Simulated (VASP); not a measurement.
# SbPt (Fm-3m) in VASP: relaxation of cell and atoms with PBEsol

Aim: the relaxation of cell and atoms of SbPt with PBEsol.

Program: VASP 6.6.1. These are calculated values, not measurements. Logs are shortened: lines on timing, memory, paths and dates and some standing lists are left out, and cuts for length are marked.

### 1 The cell of the first run

It takes space group Fm-3m (No. 225, cubic). The conventional cell has a = 5.438 Å, b = 5.438 Å, c = 5.438 Å, α = 90.00°, β = 90.00°, γ = 90.00°. Pt (site symmetry m-3m) has 6 Sb at 2.72 Å within 3.6 Å. Within 3.6 Å of Sb (site symmetry m-3m) lie 6 Pt at 2.72 Å.

### 2 Relaxation of cell and atoms, PBEsol

INCAR

```
SYSTEM = SbPt
PREC     = Accurate       ! precision mode
ENCUT    = 600            ! plane-wave cutoff, eV
EDIFF    = 1E-6           ! SCF threshold, eV
ISMEAR   = 0              ! smearing method
SIGMA    = 0.1            ! smearing width, eV
LREAL    = .FALSE.        ! projectors in reciprocal space
LASPH    = .TRUE.         ! aspherical terms in the spheres
NELM     = 80             ! most SCF steps
ALGO     = Normal         ! electronic algorithm
ISIF     = 3              ! what is computed and relaxed
LWAVE    = .FALSE.        ! write WAVECAR
LCHARG   = .FALSE.        ! write CHGCAR
GGA      = PS             ! functional
IBRION   = 2              ! ionic algorithm
NSW      = 100            ! ionic steps
EDIFFG   = -0.005         ! ionic threshold
```

KPOINTS

```
Automatic mesh
0
G
  12 12 4
  0 0 0
```

POSCAR

```
SbPt
1.0
    3.8453200000      0.0000000000      0.0000000000
   -1.9226600000      3.3301450000      0.0000000000
    0.0000000000      0.0000000000      9.4190710000
Pt Sb
3 3
Direct
    0.0000000000      0.0000000000      0.0000000000
    0.3333333300      0.6666666700      0.3333333300
    0.6666666700      0.3333333300      0.6666666700
    0.6666666700      0.3333333300      0.1666666700
    0.0000000000      0.0000000000      0.5000000000
    0.3333333300      0.6666666700      0.8333333300
```

Potentials or basis: VASP PAW PBE potentials, release 64 (Pt, Sb).

On the command line:

```console
$ cat potpaw_PBE.64/Pt/POTCAR potpaw_PBE.64/Sb/POTCAR > POTCAR
$ mpirun -np 1 vasp_std > vasp.out
```

OUTCAR:

```text
SYSTEM = SbPt
   PREC = Accurate
   ENCUT = 600
   EDIFF = 1E-6
   ISMEAR = 0
   LREAL = .FALSE.
   LASPH = .TRUE.
   NELM = 80
   ISIF = 3
   GGA = PS
   IBRION = 2
   NSW = 100
   EDIFFG = -0.005

 ion  position               nearest neighbor table
   1  0.000  0.000  0.000-   4 2.72   6 2.72   4 2.72   6 2.72   4 2.72   6 2.72
   2  0.333  0.667  0.333-   4 2.72   5 2.72   4 2.72   4 2.72   5 2.72   5 2.72
   3  0.667  0.333  0.667-   6 2.72   5 2.72   6 2.72   6 2.72   5 2.72   5 2.72
   4  0.667  0.333  0.167-   2 2.72   1 2.72   2 2.72   2 2.72   1 2.72   1 2.72
   5  0.000  0.000  0.500-   2 2.72   3 2.72   3 2.72   2 2.72   3 2.72   2 2.72
   6  0.333  0.667  0.833-   3 2.72   1 2.72   3 2.72   3 2.72   1 2.72   1 2.72

  LATTYP: Found a hexagonal cell.
 ALAT       =     3.8453200000
 C/A-ratio  =     2.4494895093

  Lattice vectors:

 A1 = (   3.8453200000,   0.0000000000,   0.0000000000)
 A2 = (  -1.9226600000,   3.3301450000,   0.0000000000)
 A3 = (   0.0000000000,   0.0000000000,   9.4190710000)

Analysis of symmetry for initial positions (statically):
=====================================================================
 Subroutine PRICEL returns following result:

  LATTYP: Found a face centered cubic cell.
 ALAT       =     5.4381033222

  Lattice vectors:

 A1 = (   1.9226599808,  -1.1100483222,   3.1396903019)
 A2 = (  -0.0000000192,   2.2200966778,   3.1396903019)
 A3 = (  -1.9226599615,  -1.1100483555,   3.1396903961)

   3 primitive cells build up your supercell.

 Routine SETGRP: Setting up the symmetry group for a
 hexagonal supercell.

 Subroutine GETGRP returns: Found 12 space group operations
 (whereof 12 operations were pure point group operations)
 out of a pool of 24 trial point group operations.

The static configuration has the point symmetry D_3d.

Analysis of symmetry for dynamics (positions and initial velocities):
=====================================================================
 Subroutine PRICEL returns following result:

  LATTYP: Found a face centered cubic cell.
 ALAT       =     5.4381033222

  Lattice vectors:

 A1 = (   1.9226599808,  -1.1100483222,   3.1396903019)
 A2 = (  -0.0000000192,   2.2200966778,   3.1396903019)
 A3 = (  -1.9226599615,  -1.1100483555,   3.1396903961)

   3 primitive cells build up your supercell.

 Routine SETGRP: Setting up the symmetry group for a
 hexagonal supercell.

 Subroutine GETGRP returns: Found 12 space group operations
 (whereof 12 operations were pure point group operations)
 out of a pool of 24 trial point group operations.

The dynamic configuration has the point symmetry D_3d.

 Subroutine INISYM returns: Found 12 space group operations
 (whereof 12 operations are pure point group operations),
 and found     3 'primitive' translations

----------------------------------------------------------------------------------------

                                     Primitive cell

  volume of cell :      40.2052

  direct lattice vectors                    reciprocal lattice vectors
     1.922659981 -1.110048322  3.139690302     0.260056388 -0.150143608  0.106167583
    -0.000000019  2.220096678  3.139690302    -0.000000000  0.300287225  0.106167583
    -1.922659962 -1.110048356  3.139690396    -0.260056380 -0.150143612  0.106167583

  length of vectors
     3.845319736  3.845319811  3.845319813     0.318502721  0.318502705  0.318502717

  position of ions in fractional coordinates (direct lattice)
     0.000000000  0.000000000  0.000000000
     0.500000030  0.500000000  0.500000000

  ion indices of the primitive-cell ions
   primitive index   ion index
                 1           1
                 2           4

----------------------------------------------------------------------------------------

 KPOINTS: Automatic mesh

Automatic generation of k-mesh.
 Grid dimensions read from file:
 generate k-points for:   12   12    4

 Generating k-lattice:

  Cartesian coordinates                     Fractional coordinates (reciprocal lattice)
     0.021671365  0.012511968  0.000000000     0.083333333 -0.000000000  0.000000000
     0.000000000  0.025023935  0.000000000     0.000000000  0.083333333  0.000000000
     0.000000000  0.000000000  0.026541896     0.000000000  0.000000000  0.250000000

  Length of vectors
     0.025023936  0.025023935  0.026541896

  Shift w.r.t. Gamma in fractional coordinates (k-lattice)
     0.000000000  0.000000000  0.000000000

 Subroutine IBZKPT returns following result:
 ===========================================

 Found     69 irreducible k-points:

 Following reciprocal coordinates:
            Coordinates               Weight
  0.000000  0.000000  0.000000      1.000000
  0.083333 -0.000000  0.000000      6.000000
  0.166667  0.000000  0.000000      6.000000
  0.250000  0.000000  0.000000      6.000000
  0.333333  0.000000  0.000000      6.000000
  0.416667  0.000000  0.000000      6.000000
[... 16 lines left out ...]
  0.166667  0.000000  0.250000      6.000000
  0.000000  0.166667  0.250000      6.000000
 [... further k-points ...]
   k-points           NKPTS =     69   k-points in BZ     NKDIM =     69   number of bands    NBANDS=     27
   number of dos      NEDOS =    301   number of ions     NIONS =      6
   total plane-waves  NPLWV =  81920
   dimension x,y,z NGX =    32 NGY =   32 NGZ =   80
   dimension x,y,z NGXF=    64 NGYF=   64 NGZF=  160
   ions per type =               3   3
   NGX,Y,Z   is equivalent  to a cutoff of  13.83, 13.83, 14.12 a.u.
   NGXF,Y,Z  is equivalent  to a cutoff of  27.67, 27.67, 28.24 a.u.
 SYSTEM =  SbPt
   PREC   = accura    normal or accurate (medium, high low for compatibility)
   ISTART =      0    job   : 0-new  1-cont  2-samecut
   ICHARG =      2    charge: 1-file 2-atom 10-const
   ISPIN  =      1    spin polarized calculation?
   LNONCOLLINEAR =      F non collinear calculations
   LSORBIT =      F    spin-orbit coupling
   LASPH  =      T    aspherical Exc in radial PAW
   ENCUT  =  600.0 eV  44.10 Ry    6.64 a.u.   7.68  7.68 18.81*2*pi/ulx,y,z
   NELM   =     80;   NELMIN=  2; NELMDL= -5     # of ELM steps
   EDIFF  = 0.1E-05   stopping-criterion for ELM
   LREAL  =      F    real-space projection
   EDIFFG = -.5E-02   stopping-criterion for IOM
   NSW    =    100    number of steps for IOM
   IBRION =      2    ionic relax: 0-MD 1-quasi-New 2-CG
   NFREE  =      1    steps in history (QN), initial steepest desc. (CG)
   ISIF   =      3    stress and relaxation
   ISYM   =      2    0-nonsym 1-usesym 2-fastsym
   POTIM  = 0.5000    time-step for ionic-motion
   TEBEG  =    0.0;   TEEND  =   0.0 temperature during run
   PSTRESS=    0.0 pullay stress
   NELECT =      45.0000    total number of electrons
   NUPDOWN=      -1.0000    fix difference up-down
   EMIN   =  10.00;   EMAX   =-10.00  energy-range for DOS
   EFERMI =   0.00;   METHOD = LEGACY
   ISMEAR =     0;   SIGMA  =   0.10  broadening in eV -4-tet -1-fermi 0-gaus
   EFERMI_NEDOS =   21; number of points for ismear=-14 and -15
   IALGO  =     38    algorithm
   IMIX   =      4    mixing-type and parameters
     AMIX     =   0.40;   BMIX     =  1.00
     AMIX_MAG =   1.60;   BMIX_MAG =  1.00
  volume/ion in A,a.u.               =      20.10       135.66
  Fermi-wavevector in a.u.,A,eV,Ry     =   1.178540  2.227118 18.897910  1.388957
  Thomas-Fermi vector in A             =   2.314867
   LORBIT       =      0    0 simple, 1 ext, 2 COOP (PROOUT), +10 PAW based schemes
   GGA     = PS    functional components
   LHFCALC =     F    Hartree Fock is set to
   AEXX    =    0.0000 exact exchange contribution
   IVDW    =     0    specifies the selected vdW correction
   LEPSILON=     F    determine dielectric tensor
   LRPA    =     F    only Hartree local field effects (RPA)
 conjugate gradient relaxation of ions
 non-spin polarized calculation
 Gauss-broadening in eV      SIGMA  =   0.10
  energy-cutoff  :      600.00
  volume of cell :      120.62
 maximum number of plane-waves:      4075
 NGX is ok and might be reduce to    32
   NGX = 15   NGY = 15   NGZ = 37

--------------------------------------- Ionic step        1  -------------------------------------------

 number of electron      45.0000000 magnetization

 Free energy of the ion-electron system (eV)
  ---------------------------------------------------
  ext. energy  EPLUGINS =         0.00000000
  ---------------------------------------------------
  free energy    TOTEN  =       -36.25032549 eV

  energy without entropy =      -36.23993240  energy(sigma->0) =      -36.24512894

------------------------ aborting loop because EDIFF is reached ----------------------------------------

  FORCE on cell =-STRESS in cart. coord.  units (eV):
  Direction    XX          YY          ZZ          XY          YZ          ZX
  --------------------------------------------------------------------------------------
  -------------------------------------------------------------------------------------
  Total        1.8079338      1.8079340      1.9979176      0.0000000     -0.0000000      0.0000000
  in kB       24.0153765     24.0153793     26.5389936      0.0000000     -0.0000000      0.0000000
  external PRESSURE =      24.8565831 kB  Pullay stress =       0.0000000 kB
[... 265 lines left out ...]
  energy  without entropy=      -36.2564168158  energy(sigma->0) =      -36.26133523

--------------------------------------- Ionic step        8  -------------------------------------------

 number of electron      45.0000000 magnetization

 Free energy of the ion-electron system (eV)
  ---------------------------------------------------
  ext. energy  EPLUGINS =         0.00000000
  ---------------------------------------------------
  free energy    TOTEN  =       -36.26631546 eV

  energy without entropy =      -36.25614731  energy(sigma->0) =      -36.26123139

 E-fermi :   9.4749     XC(G=0): -11.5956

 val. band max:        9.4610610545   @ k =   0.5000   0.0000   0.5000
 cond. band min:       9.4874421149   @ k =   0.2500   0.0833   0.2500
 fundamental gap:      0.0263810604
 Fermi energy:         9.4749017045

 k-point     1 :       0.0000    0.0000    0.0000
  band No.  band energies     occupation
      1      -3.0146      2.00000
      2      -1.3890      2.00000
      3      -1.3890      2.00000
      4       3.8348      2.00000
      5       3.8348      2.00000
      6       4.9308      2.00000
[... 709 lines left out ...]
     26      11.9525      0.00000
     27      13.2157      0.00000

 [... further k-points ...]

------------------------ aborting loop because EDIFF is reached ----------------------------------------

  FORCE on cell =-STRESS in cart. coord.  units (eV):
  Direction    XX          YY          ZZ          XY          YZ          ZX
  --------------------------------------------------------------------------------------
  -------------------------------------------------------------------------------------
  Total        0.0177274      0.0177274      0.0269482      0.0000000      0.0000000     -0.0000000
  in kB        0.2316216      0.2316216      0.3520976      0.0000000      0.0000000     -0.0000000
  external PRESSURE =       0.2717802 kB  Pullay stress =       0.0000000 kB
[... 21 lines left out ...]
  FREE ENERGIE OF THE ION-ELECTRON SYSTEM (eV)
  ---------------------------------------------------
  free  energy   TOTEN  =       -36.2663154587 eV

  energy  without entropy=      -36.2561473124  energy(sigma->0) =      -36.26123139

 reached required accuracy - stopping structural energy minimisation
```

Run time: 33 min. Hardware: 1 thread of Intel Xeon 8259CL, shared host; peak memory 0.46 GiB.

Results:

```
Free energy                           : -36.2663 eV
Relaxed volume                        : 20.44 Å³/atom
Relaxed cell                          : a = 3.854 Å, b = 3.854 Å, c = 9.531 Å, α = 90.00°, β = 90.00°, γ = 120.00°
Space group after relaxing (to 0.1 Å) : Fm-3m (No. 225)
Energy gained by relaxing             : 2.7 meV/atom
Ionic steps                           : 8
Pressure after relaxing               : 0.0 GPa
Band gap on the k mesh                : zero (an odd number of electrons rules out a gap without spin polarisation)
```

The path:
```
step  energy change (eV)  largest force (eV/Å)  pressure (GPa)  volume (Å³)
   1              0.0000                0.0000            2.49       120.62
   2              0.0256                0.0000           -3.67       126.14
   3             -0.0154                0.0000           -0.02       122.67
   4             -0.0154                0.0000            0.01       122.63
   5             -0.0156                0.0000            0.03       122.63
   6             -0.0159                0.0000            0.04       122.63
   7             -0.0159                0.0000            0.05       122.62
   8             -0.0160                0.0000            0.03       122.62
```

Final structure:
```
Pt Sb
1.0
     3.85442    0.00000    0.00000
    -1.92721    3.33803    0.00000
     0.00000    0.00000    9.53079
Pt Sb
3 3
Direct
  0.00000 0.00000 0.00000
  0.33333 0.66667 0.33333
  0.66667 0.33333 0.66667
  0.66667 0.33333 0.16667
  0.00000 0.00000 0.50000
  0.33333 0.66667 0.83333
```

Levels at points of the mesh, in eV from the Fermi level:
| k point | band 19 | band 20 | band 21 | band 22 | band 23 | band 24 | band 25 | band 26 | band 27 |
| --- | --- | --- | --- | --- | --- | --- | --- | --- | --- |
| (0.00, 0.00, 0.00) | -1.93 | -1.93 | 1.24 | 1.36 | 1.36 | 3.73 | 3.73 | 3.73 | 3.73 |
| (0.50, 0.00, 0.00) | -2.14 | -2.14 | -1.62 | -1.57 | -1.47 | 1.17 | 1.95 | 1.95 | 2.40 |
| (0.00, 0.00, 0.50) | -2.17 | -0.58 | -0.58 | 2.18 | 2.18 | 2.18 | 2.18 | 4.27 | 4.87 |
| (0.50, 0.00, 0.50) | -2.12 | -2.10 | -2.10 | -0.38 | -0.38 | -0.01 | -0.01 | 2.76 | 2.76 |

Caveat: the PAW data sets were made with another functional, which shifts forces and pressure a little; spin-orbit coupling is left out, which moves the levels of the heavy elements; an odd number of electrons without spin polarisation forces a metal; a magnetic or distorted state may lie lower.

The gap in the log of VASP goes by the Fermi energy; the results here count the filled bands.